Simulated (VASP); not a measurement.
Set up this calculation in VASP 6.6.1, as the native input.

```
Task                   : single point
Functional             : r2SCAN
Potentials or basis    : VASP PAW PBE potentials, release 64 (Nb_sv, P)
Cutoff                 : 520 eV
k mesh                 : 11 × 11 × 11
Occupations            : fermi-dirac, width 0.05 eV
Spin                   : no spin polarisation
Dipole correction      : no
Further INCAR settings : ALGO = Normal; EDIFF = 1e-06; NBANDS = 26
```

The system is NbP.

```
Nb P
1.0
    -1.68602    1.68602    5.77812
     1.68602   -1.68602    5.77812
     1.68602    1.68602   -5.77812
Nb P
2 2
Direct
  0.24988 0.74988 0.50000
  0.49988 0.49988 0.00000
  0.83275 0.33275 0.50000
  0.08275 0.08275 0.00000
```

One way to write it, as run:

POSCAR

```
NbP
1.0
   -1.6860157846      1.6860157846      5.7781232452
    1.6860157846     -1.6860157846      5.7781232452
    1.6860157846      1.6860157846     -5.7781232452
Nb P
2 2
Direct
    0.2498808000      0.7498808000      0.5000000000
    0.4998808000      0.4998808000      0.0000000000
    0.8327477700      0.3327477700      0.5000000000
    0.0827477700      0.0827477700      0.0000000000
```

INCAR.step1

```
SYSTEM = NbP
ALGO = Normal
EDIFF = 1E-4
ENCUT = 520
GGA = PE
ISMEAR = -1
LASPH = .True.
LCHARG = .False.
LREAL = .False.
LWAVE = .True.
NBANDS = 26
NELM = 60
PREC = Accurate
SIGMA = 0.05
```

INCAR.step2

```
SYSTEM = NbP
ALGO = Normal
EDIFF = 1E-6
ENCUT = 520
ISIF = 2
ISMEAR = -1
ISTART = 1
LASPH = .True.
LCHARG = .False.
LMIXTAU = .True.
LREAL = .False.
LWAVE = .False.
METAGGA = R2SCAN
NBANDS = 26
NELM = 60
PREC = Accurate
SIGMA = 0.05
```

KPOINTS

```
k-points
0
Gamma
  11 11 11
  0 0 0
```

Potentials or basis: VASP PAW PBE potentials, release 64 (Nb_sv, P).

Command:

```console
$ cat potpaw_PBE.64/Nb_sv/POTCAR potpaw_PBE.64/P/POTCAR > POTCAR
$ cp INCAR.step1 INCAR
$ mpirun -np 1 vasp_std > vasp.out
$ cp INCAR.step2 INCAR
$ mpirun -np 1 vasp_std > vasp.out
```

It gave:

| Quantity | Value |
| --- | --- |
| Pressure | -5.6 GPa |
| Largest force | 0.010 eV/Å |
| Band gap on the k mesh | zero (bands 18 and 19 overlap by 0.01 eV) |

Caveat: the cell stands under tension; the PAW data sets were made with another functional, which shifts forces and pressure a little.

It took 20 min on 1 thread of Intel(R) Xeon(R) Platinum 8488C (Sapphire Rapids), on a shared host, peak memory 0.47 GiB.
